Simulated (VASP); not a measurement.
# LaB6 (Pm-3m) in VASP: notebook

Aim: see how the results for LaB6 move with the level of theory and the settings. Levels: r2SCAN, PBE. Tasks: single point, relaxation of cell and atoms.

Everything below comes from runs of VASP 6.6.1. Logs are shortened: lines on timing, memory, paths and dates and some standing lists are left out, and cuts for length are marked.

## 1. The cell of the first run

It takes space group Pm-3m (No. 221, cubic). Conventional cell: a = 4.207 Å, b = 4.207 Å, c = 4.207 Å, α = 90.00°, β = 90.00°, γ = 90.00°. La (site symmetry m-3m) has 24 B at 3.09 Å within 4.1 Å. B (site symmetry 4mm) has 5 B at 1.69 to 1.78 Å within 2.2 Å.

## 2. Single point, r2SCAN (volume scaled by 1.040)

POSCAR reads:

```
LaB6
1.0
    4.2069865061      0.0000000000      0.0000000000
    0.0000000000      4.2069865061      0.0000000000
    0.0000000000      0.0000000000      4.2069865061
La B
1 6
Direct
    0.0000000000      0.0000000000      0.0000000000
    0.2006402156      0.5000000000      0.5000000000
    0.7993597844      0.5000000000      0.5000000000
    0.5000000000      0.5000000000      0.2006402156
    0.5000000000      0.5000000000      0.7993597844
    0.5000000000      0.2006402156      0.5000000000
    0.5000000000      0.7993597844      0.5000000000
```

INCAR.step1 reads:

```
SYSTEM = LaB6
PREC     = Accurate       ! precision mode
ENCUT    = 520            ! plane-wave cutoff, eV
ISMEAR   = 0              ! smearing method
SIGMA    = 0.05           ! smearing width, eV
LREAL    = .FALSE.        ! projectors in reciprocal space
LASPH    = .TRUE.         ! aspherical terms in the spheres
NELM     = 100            ! most SCF steps
NBANDS   = 24             ! bands
GGA      = PE             ! functional
ALGO     = Normal         ! electronic algorithm
EDIFF    = 1E-4           ! SCF threshold, eV
LWAVE    = .TRUE.         ! write WAVECAR
LCHARG   = .FALSE.        ! write CHGCAR
```

INCAR.step2 reads:

```
SYSTEM = LaB6
PREC     = Accurate       ! precision mode
ENCUT    = 520            ! plane-wave cutoff, eV
EDIFF    = 1E-6           ! SCF threshold, eV
ISMEAR   = 0              ! smearing method
SIGMA    = 0.05           ! smearing width, eV
LREAL    = .FALSE.        ! projectors in reciprocal space
LASPH    = .TRUE.         ! aspherical terms in the spheres
NELM     = 100            ! most SCF steps
ALGO     = Normal         ! electronic algorithm
ISIF     = 2              ! what is computed and relaxed
LWAVE    = .FALSE.        ! write WAVECAR
LCHARG   = .TRUE.         ! write CHGCAR
METAGGA  = R2SCAN         ! meta-GGA
LMIXTAU  = .TRUE.       
LELF     = .TRUE.         ! ELF
LVHAR    = .TRUE.       
NBANDS   = 24             ! bands
ISTART   = 1
```

KPOINTS reads:

```
regular mesh
0
G
  8 8 8
  0 0 0
```

Potentials or basis: VASP PAW PBE potentials, release 64 (La, B).

Run with:

```console
> cat potpaw_PBE.64/La/POTCAR potpaw_PBE.64/B/POTCAR > POTCAR
> cp INCAR.step1 INCAR
> mpirun -np 1 vasp_std > vasp.out
> cp INCAR.step2 INCAR
> mpirun -np 1 vasp_std > vasp.out
```

OUTCAR:

```text
SYSTEM = LaB6
   PREC = Accurate
   ENCUT = 520
   EDIFF = 1E-6
   ISMEAR = 0
   LREAL = .FALSE.
   LASPH = .TRUE.
   NELM = 100
   ISIF = 2
   METAGGA = R2SCAN
   ISTART = 1

 ion  position               nearest neighbor table
   1  0.000  0.000  0.000-
   2  0.201  0.500  0.500-   3 1.69   4 1.78   5 1.78   6 1.78   7 1.78
   3  0.799  0.500  0.500-   2 1.69   4 1.78   5 1.78   6 1.78   7 1.78
   4  0.500  0.500  0.201-   5 1.69   3 1.78   2 1.78   6 1.78   7 1.78
   5  0.500  0.500  0.799-   4 1.69   3 1.78   2 1.78   6 1.78   7 1.78
   6  0.500  0.201  0.500-   7 1.69   3 1.78   4 1.78   5 1.78   2 1.78
   7  0.500  0.799  0.500-   6 1.69   3 1.78   4 1.78   5 1.78   2 1.78

  LATTYP: Found a simple cubic cell.
 ALAT       =     4.2069865061

  Lattice vectors:

 A1 = (   4.2069865061,   0.0000000000,   0.0000000000)
 A2 = (   0.0000000000,   4.2069865061,   0.0000000000)
 A3 = (   0.0000000000,   0.0000000000,   4.2069865061)

Analysis of symmetry for initial positions (statically):
=====================================================================
 Subroutine PRICEL returns:
 Original cell was already a primitive cell.

 Routine SETGRP: Setting up the symmetry group for a
 simple cubic supercell.

 Subroutine GETGRP returns: Found 48 space group operations
[... 9 lines left out ...]

 Routine SETGRP: Setting up the symmetry group for a
 simple cubic supercell.

 Subroutine GETGRP returns: Found 48 space group operations
[... 11 lines left out ...]
                                     Primitive cell

  volume of cell :      74.4583

  direct lattice vectors                    reciprocal lattice vectors
     4.206986506  0.000000000  0.000000000     0.237699835  0.000000000  0.000000000
     0.000000000  4.206986506  0.000000000     0.000000000  0.237699835  0.000000000
     0.000000000  0.000000000  4.206986506     0.000000000  0.000000000  0.237699835

  length of vectors
     4.206986506  4.206986506  4.206986506     0.237699835  0.237699835  0.237699835

  position of ions in fractional coordinates (direct lattice)
     0.000000000  0.000000000  0.000000000
     0.200640216  0.500000000  0.500000000
     0.799359784  0.500000000  0.500000000
     0.500000000  0.500000000  0.200640216
     0.500000000  0.500000000  0.799359784
     0.500000000  0.200640216  0.500000000
     0.500000000  0.799359784  0.500000000

  ion indices of the primitive-cell ions
   primitive index   ion index
                 1           1
                 2           2
                 3           3
                 4           4
                 5           5
                 6           6
                 7           7

----------------------------------------------------------------------------------------

 KPOINTS: regular mesh

Automatic generation of k-mesh.
 Grid dimensions read from file:
 generate k-points for:    8    8    8

 Generating k-lattice:

  Cartesian coordinates                     Fractional coordinates (reciprocal lattice)
     0.029712479  0.000000000  0.000000000     0.125000000  0.000000000  0.000000000
     0.000000000  0.029712479  0.000000000     0.000000000  0.125000000  0.000000000
     0.000000000  0.000000000  0.029712479     0.000000000  0.000000000  0.125000000

  Length of vectors
     0.029712479  0.029712479  0.029712479

  Shift w.r.t. Gamma in fractional coordinates (k-lattice)
     0.000000000  0.000000000  0.000000000

 Subroutine IBZKPT returns following result:
 ===========================================

 Found     35 irreducible k-points:

 Following reciprocal coordinates:
            Coordinates               Weight
  0.000000  0.000000  0.000000      1.000000
  0.125000  0.000000  0.000000      6.000000
  0.250000  0.000000  0.000000      6.000000
  0.375000  0.000000  0.000000      6.000000
  0.500000  0.000000  0.000000      3.000000
  0.125000  0.125000  0.000000     12.000000
[... 16 lines left out ...]
  0.375000  0.375000  0.125000     24.000000
  0.500000  0.375000  0.125000     24.000000
 [... further k-points ...]
   k-points           NKPTS =     35   k-points in BZ     NKDIM =     35   number of bands    NBANDS=     24
   number of dos      NEDOS =    301   number of ions     NIONS =      7
   total plane-waves  NPLWV =  32768
   dimension x,y,z NGX =    32 NGY =   32 NGZ =   32
   dimension x,y,z NGXF=    64 NGYF=   64 NGZF=   64
   ions per type =               1   6
   NGX,Y,Z   is equivalent  to a cutoff of  12.65, 12.65, 12.65 a.u.
   NGXF,Y,Z  is equivalent  to a cutoff of  25.29, 25.29, 25.29 a.u.
 SYSTEM =  LaB6
   PREC   = accura    normal or accurate (medium, high low for compatibility)
   ISTART =      1    job   : 0-new  1-cont  2-samecut
   ICHARG =      0    charge: 1-file 2-atom 10-const
   ISPIN  =      1    spin polarized calculation?
   LNONCOLLINEAR =      F non collinear calculations
   LSORBIT =      F    spin-orbit coupling
   LASPH  =      T    aspherical Exc in radial PAW
   ENCUT  =  520.0 eV  38.22 Ry    6.18 a.u.   7.82  7.82  7.82*2*pi/ulx,y,z
   NELM   =    100;   NELMIN=  2; NELMDL=  0     # of ELM steps
   EDIFF  = 0.1E-05   stopping-criterion for ELM
   LREAL  =      F    real-space projection
   EDIFFG = 0.1E-04   stopping-criterion for IOM
   NSW    =      0    number of steps for IOM
   IBRION =     -1    ionic relax: 0-MD 1-quasi-New 2-CG
   NFREE  =      0    steps in history (QN), initial steepest desc. (CG)
   ISIF   =      2    stress and relaxation
   ISYM   =      2    0-nonsym 1-usesym 2-fastsym
   POTIM  = 0.5000    time-step for ionic-motion
   TEBEG  =    0.0;   TEEND  =   0.0 temperature during run
   PSTRESS=    0.0 pullay stress
   NELECT =      29.0000    total number of electrons
   NUPDOWN=      -1.0000    fix difference up-down
   EMIN   =  10.00;   EMAX   =-10.00  energy-range for DOS
   EFERMI =   0.00;   METHOD = LEGACY
   ISMEAR =     0;   SIGMA  =   0.05  broadening in eV -4-tet -1-fermi 0-gaus
   EFERMI_NEDOS =   21; number of points for ismear=-14 and -15
   IALGO  =     38    algorithm
   IMIX   =      4    mixing-type and parameters
     AMIX     =   0.40;   BMIX     =  1.00
     AMIX_MAG =   1.60;   BMIX_MAG =  1.00
  volume/ion in A,a.u.               =      10.64        71.78
  Fermi-wavevector in a.u.,A,eV,Ry     =   1.195555  2.259272 19.447525  1.429353
  Thomas-Fermi vector in A             =   2.331518
   LORBIT       =      0    0 simple, 1 ext, 2 COOP (PROOUT), +10 PAW based schemes
   METAGGA = R2SCAN    functional components
   LHFCALC =     F    Hartree Fock is set to
   AEXX    =    0.0000 exact exchange contribution
   IVDW    =     0    specifies the selected vdW correction
   LEPSILON=     F    determine dielectric tensor
   LRPA    =     F    only Hartree local field effects (RPA)
 non-spin polarized calculation
 Gauss-broadening in eV      SIGMA  =   0.05
  energy-cutoff  :      520.00
  volume of cell :       74.46
 maximum number of plane-waves:      2021
 NGX is ok and might be reduce to    32
   NGX = 15   NGY = 15   NGZ = 15

 number of electron      29.0000001 magnetization

 Free energy of the ion-electron system (eV)
  ---------------------------------------------------
  ext. energy  EPLUGINS =         0.00000000
  ---------------------------------------------------
  free energy    TOTEN  =       -78.16245771 eV

  energy without entropy =      -78.16144441  energy(sigma->0) =      -78.16195106

 E-fermi :   8.3943     XC(G=0): -11.7577

 val. band max:        8.2624176656   @ k =   0.3750   0.2500   0.1250
 cond. band min:       8.3984979058   @ k =   0.2500   0.2500   0.0000
 fundamental gap:      0.1360802403
 Fermi energy:         8.3942767606

 k-point     1 :       0.0000    0.0000    0.0000
  band No.  band energies     occupation
      1     -26.1322      2.00000
      2      -9.4052      2.00000
      3      -9.4052      2.00000
      4      -9.4052      2.00000
      5      -7.9642      2.00000
      6       0.1695      2.00000
[... 16 lines left out ...]
     23      10.4762      0.00000
     24      11.5836      0.00000

 k-point     2 :       0.1250    0.0000    0.0000
  band No.  band energies     occupation
      1     -26.1292      2.00000
      2      -9.5389      2.00000
      3      -9.3951      2.00000
      4      -9.3951      2.00000
      5      -7.8125      2.00000
      6      -0.8091      2.00000
[... 16 lines left out ...]
     23      10.5811      0.00000
     24      11.5420      0.00000

 k-point     3 :       0.2500    0.0000    0.0000
  band No.  band energies     occupation
      1     -26.1218      2.00000
      2      -9.7988      2.00000
      3      -9.3707      2.00000
      4      -9.3707      2.00000
      5      -7.4935      2.00000
      6      -1.8248      2.00000
[... 16 lines left out ...]
     23      10.9480      0.00000
     24      11.0285      0.00000

 k-point     4 :       0.3750    0.0000    0.0000
  band No.  band energies     occupation
      1     -26.1145      2.00000
      2     -10.0107      2.00000
      3      -9.3460      2.00000
      4      -9.3460      2.00000
      5      -7.1941      2.00000
      6      -2.5412      2.00000
[... 16 lines left out ...]
     23      10.6244      0.00000
     24      10.6244      0.00000

 k-point     5 :       0.5000    0.0000    0.0000
  band No.  band energies     occupation
      1     -26.1114      2.00000
      2     -10.0897      2.00000
      3      -9.3357      2.00000
      4      -9.3357      2.00000
      5      -7.0678      2.00000
      6      -2.8074      2.00000
[... 451 lines left out ...]
 k-point    22 :       0.5000    0.2500    0.1250
  band No.  band energies     occupation
      1     -26.0986      2.00000
      2      -9.9109      2.00000
      3      -9.5503      2.00000
      4      -9.3682      2.00000
      5      -7.2076      2.00000
      6      -2.2444      2.00000
[... 16 lines left out ...]
     23      11.0226      0.00000
     24      11.9247      0.00000

 k-point    23 :       0.3750    0.3750    0.1250
  band No.  band energies     occupation
      1     -26.0946      2.00000
      2      -9.7772      2.00000
      3      -9.7019      2.00000
      4      -9.3554      2.00000
      5      -7.2756      2.00000
      6      -1.8546      2.00000
[... 16 lines left out ...]
     23      11.1788      0.00000
     24      11.7256      0.00000

 k-point    24 :       0.5000    0.3750    0.1250
  band No.  band energies     occupation
      1     -26.0917      2.00000
      2      -9.8016      2.00000
      3      -9.6949      2.00000
      4      -9.3449      2.00000
      5      -7.2973      2.00000
      6      -1.9204      2.00000
[... 16 lines left out ...]
     23      11.4151      0.00000
     24      11.7658      0.00000

 [... further k-points ...]

------------------------ aborting loop because EDIFF is reached ----------------------------------------

  FORCE on cell =-STRESS in cart. coord.  units (eV):
  Direction    XX          YY          ZZ          XY          YZ          ZX
  --------------------------------------------------------------------------------------
  -------------------------------------------------------------------------------------
  Total       -3.0588545     -3.0588545     -3.0588545      0.0000000      0.0000000      0.0000000
  in kB      -65.8197214    -65.8197214    -65.8197214      0.0000000      0.0000000      0.0000000
  external PRESSURE =     -65.8197214 kB  Pullay stress =       0.0000000 kB

 VOLUME and BASIS-vectors are now :
 -----------------------------------------------------------------------------
  energy-cutoff  :      520.00
  volume of cell :       74.46
      direct lattice vectors                 reciprocal lattice vectors
     4.206986506  0.000000000  0.000000000     0.237699835  0.000000000  0.000000000
     0.000000000  4.206986506  0.000000000     0.000000000  0.237699835  0.000000000
     0.000000000  0.000000000  4.206986506     0.000000000  0.000000000  0.237699835

 POSITION                                       TOTAL-FORCE (eV/Angst)
 -----------------------------------------------------------------------------------
      0.00000      0.00000      0.00000         0.000000      0.000000      0.000000
      0.84409      2.10349      2.10349        -0.017710     -0.000000      0.000000
      3.36290      2.10349      2.10349         0.017710      0.000000     -0.000000
      2.10349      2.10349      0.84409        -0.000000     -0.000000     -0.017710
      2.10349      2.10349      3.36290         0.000000      0.000000      0.017710
      2.10349      0.84409      2.10349        -0.000000     -0.017710      0.000000
      2.10349      3.36290      2.10349         0.000000      0.017710     -0.000000
 -----------------------------------------------------------------------------------
    total drift:                               -0.000000      0.000000     -0.000000

  FREE ENERGIE OF THE ION-ELECTRON SYSTEM (eV)
  ---------------------------------------------------
  free  energy   TOTEN  =       -78.1624577134 eV

  energy  without entropy=      -78.1614444086  energy(sigma->0) =      -78.16195106
```

It took 2.7 min on 1 thread of Intel Xeon 6975P-C, shared host; peak memory 0.23 GiB.

Results:

```
Free energy   : -78.1625 eV
Pressure      : -6.6 GPa
Largest force : 0.018 eV/Å
```

Forces in eV/Å, atoms in the order of the input:
```
La   0.000  0.000  0.000
B   -0.018  0.000  0.000
B    0.018  0.000  0.000
B    0.000  0.000 -0.018
B    0.000  0.000  0.018
B    0.000 -0.018  0.000
B    0.000  0.018  0.000
```

Caveat: the PAW data sets were made with another functional, which shifts forces and pressure a little; spin-orbit coupling is left out, which moves the levels of the heavy elements.

(Continued in part 2 of 2.)
